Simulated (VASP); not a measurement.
# WS2 (Cm) in VASP: further runs

Runs on WS2. Level: PBEsol. Tasks: single point.

Everything below comes from runs of VASP 6.6.1. Logs are shortened: lines on timing, memory, paths and dates and some standing lists are left out, and cuts for length are marked.

**1. The cell of the first run**

It takes space group Cm (No. 8, monoclinic). Conventional cell: a = 6.085 Å, b = 3.158 Å, c = 6.489 Å, α = 90.00°, β = 108.22°, γ = 90.00°. Within 3.2 Å of W (site symmetry m) lie 6 S at 2.43 to 2.57 Å and 2 W at 3.16 Å. S (site symmetry m) has 3 W at 2.43 to 2.55 Å and 3 S at 3.13 to 3.16 Å within 3.2 Å. S (site symmetry m) has 3 W at 2.46 to 2.57 Å and 3 S at 3.13 to 3.16 Å within 3.2 Å.

**2. Single point, PBEsol (strain +0.1125 x Voigt [0, 1, 0, 0, 0, 0])**

The input, INCAR:

```
SYSTEM = WS2
PREC = Accurate ; ENCUT = 520
EDIFF = 1E-6 ; ISMEAR = 0
SIGMA = 0.05 ; LREAL = .False.
LASPH = .True. ; NELM = 100
ALGO = Normal ; ISIF = 2
LWAVE = .False. ; LCHARG = .False.
GGA = PS ; NBANDS = 20
```

The input, KPOINTS:

```
Automatic mesh
0
Gamma
  12 12 12
  0 0 0
```

The input, POSCAR:

```
WS2
1.0
    1.5790003843      1.0141953803      6.1633300000
   -1.5790003843      1.0141953803      6.1633300000
    0.0000000000     -2.0283907606      6.1633300000
W S
1 2
Direct
    0.0000000000      0.0000000000      0.0000000000
    0.7503000000      0.7503000000      0.7503000000
    0.5810000000      0.5810000000      0.5810000000
```

Potentials or basis: VASP PAW PBE potentials, release 64 (W_sv, S).

Started as:

```sh
$ cat potpaw_PBE.64/W_sv/POTCAR potpaw_PBE.64/S/POTCAR > POTCAR
$ mpirun -np 1 vasp_std > vasp.out
```

OUTCAR:

```text
SYSTEM = WS2
   PREC = Accurate
   ENCUT = 520
   EDIFF = 1E-6
   ISMEAR = 0
   LREAL = .False.
   LASPH = .True.
   NELM = 100
   ISIF = 2
   GGA = PS

 ion  position               nearest neighbor table
   1  0.000  0.000  0.000-   2 2.43   2 2.43   3 2.46   3 2.46   2 2.55   3 2.57
   2  0.750  0.750  0.750-   1 2.43   1 2.43   1 2.55
   3  0.581  0.581  0.581-   1 2.46   1 2.46   1 2.57

  LATTYP: Found a base centered monoclinic cell.
 ALAT       =     6.0851722818
 B/A-ratio  =     0.5189665341
 C/A-ratio  =     1.0662851407
 COS(beta)  =    -0.3126118152

  Lattice vectors:

 A1 = (   1.5790003843,   3.0425861409,   0.0000000000)
 A2 = (  -1.5790003843,   3.0425861409,   0.0000000000)
 A3 = (   0.0000000000,  -2.0283907606,   6.1633300000)

Analysis of symmetry for initial positions (statically):
=====================================================================
 Subroutine PRICEL returns:
 Original cell was already a primitive cell.

 Routine SETGRP: Setting up the symmetry group for a
 base centered monoclinic supercell.

 Subroutine GETGRP returns: Found  2 space group operations
 (whereof  2 operations were pure point group operations)
 out of a pool of  4 trial point group operations.

The static configuration has the point symmetry C_1h.

Analysis of symmetry for dynamics (positions and initial velocities):
=====================================================================
 Subroutine PRICEL returns:
 Original cell was already a primitive cell.

 Routine SETGRP: Setting up the symmetry group for a
 base centered monoclinic supercell.

 Subroutine GETGRP returns: Found  2 space group operations
 (whereof  2 operations were pure point group operations)
 out of a pool of  4 trial point group operations.

The dynamic configuration has the point symmetry C_1h.

 Subroutine INISYM returns: Found  2 space group operations
 (whereof  2 operations are pure point group operations),
 and found     1 'primitive' translations

----------------------------------------------------------------------------------------

                                     Primitive cell

  volume of cell :      59.2203

  direct lattice vectors                    reciprocal lattice vectors
     1.579000384  1.014195380  6.163330000     0.316656034  0.164333885  0.054083318
    -1.579000384  1.014195380  6.163330000    -0.316656034  0.164333885  0.054083318
[... 79 lines left out ...]
   ISTART =      0    job   : 0-new  1-cont  2-samecut
   ICHARG =      2    charge: 1-file 2-atom 10-const
   ISPIN  =      1    spin polarized calculation?
   LNONCOLLINEAR =      F non collinear calculations
   LSORBIT =      F    spin-orbit coupling
   LASPH  =      T    aspherical Exc in radial PAW
   ENCUT  =  520.0 eV  38.22 Ry    6.18 a.u.  11.98 11.98 12.06*2*pi/ulx,y,z
   NELM   =    100;   NELMIN=  2; NELMDL= -5     # of ELM steps
   EDIFF  = 0.1E-05   stopping-criterion for ELM
   LREAL  =      F    real-space projection
[... 7 lines left out ...]
   TEBEG  =    0.0;   TEEND  =   0.0 temperature during run
   PSTRESS=    0.0 pullay stress
   NELECT =      26.0000    total number of electrons
   NUPDOWN=      -1.0000    fix difference up-down
   EMIN   =  10.00;   EMAX   =-10.00  energy-range for DOS
   EFERMI =   0.00;   METHOD = LEGACY
   ISMEAR =     0;   SIGMA  =   0.05  broadening in eV -4-tet -1-fermi 0-gaus
   EFERMI_NEDOS =   21; number of points for ismear=-14 and -15
   IALGO  =     38    algorithm
   IMIX   =      4    mixing-type and parameters
     AMIX     =   0.40;   BMIX     =  1.00
     AMIX_MAG =   1.60;   BMIX_MAG =  1.00
  volume/ion in A,a.u.               =      19.74       133.21
  Fermi-wavevector in a.u.,A,eV,Ry     =   1.244254  2.351299 21.064110  1.548168
  Thomas-Fermi vector in A             =   2.378529
   LORBIT       =      0    0 simple, 1 ext, 2 COOP (PROOUT), +10 PAW based schemes
   GGA     = PS    functional components
   LHFCALC =     F    Hartree Fock is set to
   AEXX    =    0.0000 exact exchange contribution
   IVDW    =     0    specifies the selected vdW correction
   LEPSILON=     F    determine dielectric tensor
   LRPA    =     F    only Hartree local field effects (RPA)
 non-spin polarized calculation
 Gauss-broadening in eV      SIGMA  =   0.05
  energy-cutoff  :      520.00
  volume of cell :       59.22
 maximum number of plane-waves:      1614
   NGX = 23   NGY = 23   NGZ = 25

 number of electron      26.0000001 magnetization

 Free energy of the ion-electron system (eV)
  ---------------------------------------------------
  ext. energy  EPLUGINS =         0.00000000
  ---------------------------------------------------
  free energy    TOTEN  =       -24.76108966 eV

  energy without entropy =      -24.76108966  energy(sigma->0) =      -24.76108966

 E-fermi :   6.4053     XC(G=0): -10.6044

 val. band max:        6.1946576582   @ k =   0.5000   0.5000   0.5000
 cond. band min:       6.8571465488   @ k =  -0.1667   0.1667   0.5000
 fundamental gap:      0.6624888906
 Fermi energy:         6.4053121772

 k-point     1 :       0.0000    0.0000    0.0000
  band No.  band energies     occupation
      1     -68.6425      2.00000
      2     -32.8220      2.00000
      3     -32.7935      2.00000
      4     -32.6315      2.00000
      5      -8.7865      2.00000
      6      -6.9829      2.00000
[... 541 lines left out ...]
     19      13.6102      0.00000
     20      13.8569      0.00000

 [... further k-points ...]

------------------------ aborting loop because EDIFF is reached ----------------------------------------

  FORCE on cell =-STRESS in cart. coord.  units (eV):
  Direction    XX          YY          ZZ          XY          YZ          ZX
  --------------------------------------------------------------------------------------
  -------------------------------------------------------------------------------------
  Total       -2.9741028     -8.4971265     -3.3263205      0.0000000      0.1779963      0.0000000
  in kB      -80.4629640   -229.8857913    -89.9920495      0.0000000      4.8156059      0.0000000
  external PRESSURE =    -133.4469349 kB  Pullay stress =       0.0000000 kB

 VOLUME and BASIS-vectors are now :
 -----------------------------------------------------------------------------
  energy-cutoff  :      520.00
  volume of cell :       59.22
      direct lattice vectors                 reciprocal lattice vectors
     1.579000384  1.014195380  6.163330000     0.316656034  0.164333885  0.054083318
    -1.579000384  1.014195380  6.163330000    -0.316656034  0.164333885  0.054083318
     0.000000000 -2.028390761  6.163330000     0.000000000 -0.328667769  0.054083318

 POSITION                                       TOTAL-FORCE (eV/Angst)
 -----------------------------------------------------------------------------------
      0.00000      0.00000      0.00000         0.000000     -0.183337     -0.457931
      0.00000      0.00000     13.87304         0.000000      0.120674     -0.846286
      0.00000      0.00000     10.74268         0.000000      0.062662      1.304218
 -----------------------------------------------------------------------------------
    total drift:                               -0.000000     -0.000159      0.000083

  FREE ENERGIE OF THE ION-ELECTRON SYSTEM (eV)
  ---------------------------------------------------
  free  energy   TOTEN  =       -24.7610896574 eV

  energy  without entropy=      -24.7610896574  energy(sigma->0) =      -24.76108966
```

stdout:

```text
POSCAR found type information on POSCAR W S
 POSCAR found :  2 types and       3 ions
 scaLAPACK will be used
 -----------------------------------------------------------------------------
|                                                                             |
|                                                                             |
|     You enforced a specific xc type in the INCAR file but a different       |
|     I HOPE YOU KNOW WHAT YOU ARE DOING!                                     |
|                                                                             |
 -----------------------------------------------------------------------------

 LDA part: xc-table for (Slater+PW92), standard interpolation
 POSCAR, INCAR and KPOINTS ok, starting setup
 FFT: planning ... GRIDC
 FFT: planning ... GRID_SOFT
 FFT: planning ... GRID
 WAVECAR not read
 entering main loop
```

Wall time 48 min (1 thread of Oxide Virtual Turin-like, shared host); peak memory 0.66 GiB.

What came out:

```yaml
Free_energy: -24.7611 eV
Pressure: -13.3 GPa
Largest_force: 1.306 eV/Å
Band_gap_on_the_k_mesh: 0.66 eV (least direct gap 1.32 eV)
```

Forces in eV/Å, atoms in the order of the input:
```
W    0.000 -0.183 -0.458
S    0.000  0.121 -0.846
S    0.000  0.063  1.304
```

Levels at points of the mesh, in eV from the valence-band top:
```tsv
k point	band 9	band 10	band 11	band 12	band 13	band 14	band 15	band 16	band 17	band 18
(0.00, 0.00, 0.00)	-2.92	-2.68	-2.16	-1.19	-0.79	1.36	1.78	2.24	2.59	3.62
(0.50, 0.00, 0.00)	-4.83	-4.28	-2.32	-2.15	-1.36	1.29	2.39	2.96	3.44	4.29
(0.50, 0.50, 0.00)	-4.67	-3.25	-3.04	-1.68	-1.58	1.68	1.77	2.93	4.01	4.67
(0.00, 0.00, 0.50)	-4.89	-3.33	-2.40	-1.76	-1.52	1.75	1.76	3.26	3.64	3.99
(0.50, 0.00, 0.50)	-4.54	-4.21	-2.62	-2.53	-1.32	1.26	2.42	2.78	3.77	4.82
(0.50, 0.50, 0.50)	-3.46	-2.94	-2.52	-2.13	0.00	1.49	1.61	2.36	2.44	4.08
```

Caveat: the cell differs from its parent crystal (strain +0.1125 x Voigt [0, 1, 0, 0, 0, 0]); the stress differs along the axes, from -23 to -8 GPa; the PAW data sets were made with another functional, which shifts forces and pressure a little; spin-orbit coupling is left out, which moves the levels of the heavy elements.

**3. Single point, PBEsol (strain +0.1500 x Voigt [0, 1, 0, 0, 0, 0])**

The input, INCAR:

```
PREC = Accurate
ENCUT = 520
EDIFF = 1E-6
ISMEAR = 0
SIGMA = 0.05
LREAL = F
LASPH = T
NELM = 80
ALGO = Normal
ISIF = 2
LWAVE = F
LCHARG = T
GGA = PS
LELF = T
LVHAR = T
NBANDS = 20
```

The input, KPOINTS:

```
regular mesh
0
Gamma
  12 12 12
```

The input, POSCAR:

```
WS2
1.0
    1.5790003843      1.0483817415      6.1633300000
   -1.5790003843      1.0483817415      6.1633300000
    0.0000000000     -2.0967634829      6.1633300000
W S
1 2
Direct
    0.0000000000      0.0000000000      0.0000000000
    0.7503000000      0.7503000000      0.7503000000
    0.5810000000      0.5810000000      0.5810000000
```

Potentials or basis: VASP PAW PBE potentials, release 64 (W_sv, S).

Started as:

```sh
$ cat potpaw_PBE.64/W_sv/POTCAR potpaw_PBE.64/S/POTCAR > POTCAR
$ mpirun -np 1 vasp_std > vasp.out
```

Wall time 44 min (1 thread of Oxide Virtual Turin-like, shared host); peak memory 0.68 GiB.

Results (log left out):

- Free energy: -24.4496 eV
- Pressure: -15.8 GPa
- Largest force: 1.531 eV/Å
- Band gap on the k mesh: 0.60 eV (least direct gap 1.17 eV)

Forces in eV/Å, atoms in the order of the input:
```
W    0.000 -0.024 -0.415
S    0.000  0.047 -1.116
S    0.000 -0.023  1.530
```

Stress tensor (GPa, compression positive):
```
 -9.74   0.00   0.00
  0.00 -26.92   0.56
  0.00   0.56 -10.86
```

Levels at points of the mesh, in eV from the valence-band top:
```csv
k point,band 11,band 12,band 13,band 14,band 15,band 16
"(0.00, 0.00, 0.00)",-2.02,-1.03,-0.65,1.24,1.68,2.32
"(0.50, 0.00, 0.00)",-2.36,-1.93,-1.17,1.08,2.41,2.82
"(0.50, 0.50, 0.00)",-2.93,-1.54,-1.48,1.52,1.67,2.89
"(0.00, 0.00, 0.50)",-2.28,-1.66,-1.39,1.52,1.75,3.21
"(0.50, 0.00, 0.50)",-2.57,-2.35,-1.17,1.04,2.40,2.75
"(0.50, 0.50, 0.50)",-2.45,-1.99,0.00,1.37,1.51,2.44
```

Caveat: the cell differs from its parent crystal (strain +0.1500 x Voigt [0, 1, 0, 0, 0, 0]); the stress differs along the axes, from -27 to -10 GPa; the PAW data sets were made with another functional, which shifts forces and pressure a little; spin-orbit coupling is left out, which moves the levels of the heavy elements. A k mesh can miss the band edges.
